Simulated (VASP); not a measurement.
**NaY4Tl3: single point with PBE**

NaY4Tl3:

```
Na Y Tl
1.0
    -3.81335    3.81335    3.81335
     3.81335   -3.81335    3.81335
     3.81335    3.81335   -3.81335
Na Y Tl
1 4 3
Cartesian
  0.0000 0.0000 0.0000
  -1.9067 1.9067 1.9067
  1.9067 1.9067 1.9067
  1.9067 1.9067 5.7200
  5.7200 1.9067 -1.9067
  0.0000 3.8134 0.0000
  0.0000 0.0000 3.8134
  3.8134 0.0000 0.0000
```

* Program: VASP 6.6.1
* Task: single point
* Functional: PBE
* Potentials or basis: VASP PAW PBE potentials, release 64 (Na_pv, Y_sv, Tl_d)
* Cutoff: 520 eV
* k mesh: 4 × 4 × 4
* Occupations: gaussian, width 0.2 eV
* Spin: no spin polarisation
* Dipole correction: no
* Further INCAR settings: ALGO = Fast; EDIFF = 1e-06; NBANDS = 55

- Pressure: 0.0 GPa
- Band gap on the k mesh: zero (bands 45 and 46 overlap by 0.68 eV)

Levels at points of the mesh, in eV from the Fermi level:
| k point | band 42 | band 43 | band 44 | band 45 | band 46 | band 47 | band 48 | band 49 | band 50 | band 51 |
| --- | --- | --- | --- | --- | --- | --- | --- | --- | --- | --- |
| (0.00, 0.00, 0.00) | -0.53 | -0.53 | -0.53 | -0.24 | -0.24 | -0.24 | -0.17 | -0.17 | 2.09 | 2.09 |
| (0.50, 0.00, 0.00) | -1.09 | -0.83 | -0.81 | -0.35 | -0.09 | 0.74 | 0.97 | 1.13 | 1.26 | 1.45 |
| (0.50, 0.50, 0.50) | -1.91 | -1.91 | 0.10 | 0.10 | 0.10 | 0.25 | 0.68 | 0.68 | 0.68 | 1.26 |

Run time: 3.9 min on 1 thread of Intel(R) Xeon(R) 6975P-C (Granite Rapids), on a shared host, peak memory 0.4 GiB.

Caveat: spin-orbit coupling is left out, which moves the levels of the heavy elements.
